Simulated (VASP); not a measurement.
Here is a VASP 6.6.1 calculation.

File INCAR:

```
SYSTEM = In4Sb3As
PREC = Accurate ; ENCUT = 500
EDIFF = 1E-6 ; ISMEAR = -1
SIGMA = 0.15 ; LREAL = .False.
LASPH = .True. ; NELM = 120
ALGO = Normal ; ISIF = 2
LWAVE = .False. ; LCHARG = .False.
GGA = PE ; NBANDS = 46
GGA_COMPAT = .False.
```

KPOINTS

```
Automatic mesh
0
Gamma
  6 6 6
  0.5 0.5 0.5
```

Contents of POSCAR:

```
In4Sb3As
1.0
    6.5265493138      0.0000000000      0.0000000000
    0.0000000000      6.5265493138      0.0000000000
    0.0000000000      0.0000000000      6.5265493138
In Sb As
4 3 1
Direct
    0.2414789720      0.7585210280      0.2414789720
    0.2414789720      0.2414789720      0.7585210280
    0.7585210280      0.7585210280      0.7585210280
    0.7585210280      0.2414789720      0.2414789720
    0.0000000000      0.5000000000      0.5000000000
    0.5000000000      0.5000000000      0.0000000000
    0.5000000000      0.0000000000      0.5000000000
    0.0000000000      0.0000000000      0.0000000000
```

Potentials or basis: VASP PAW PBE potentials, release 64 (In_d, Sb, As).

Run with:

```bash
$ cat potpaw_PBE.64/In_d/POTCAR potpaw_PBE.64/Sb/POTCAR potpaw_PBE.64/As/POTCAR > POTCAR
$ mpirun -np 1 vasp_std > vasp.out
```

**Question.** Estimate the largest force.

**Answer.** 0.005 eV/Å.

**Question.** What does it give for the pressure?

**Answer.** 0.0 GPa.

Forces in eV/Å, atoms in the order of the input:
```
In   0.003 -0.003  0.003
In   0.003  0.003 -0.003
In  -0.003 -0.003 -0.003
In  -0.003  0.003  0.003
Sb   0.000  0.000  0.000
Sb   0.000  0.000  0.000
Sb   0.000  0.000  0.000
As   0.000  0.000  0.000
```
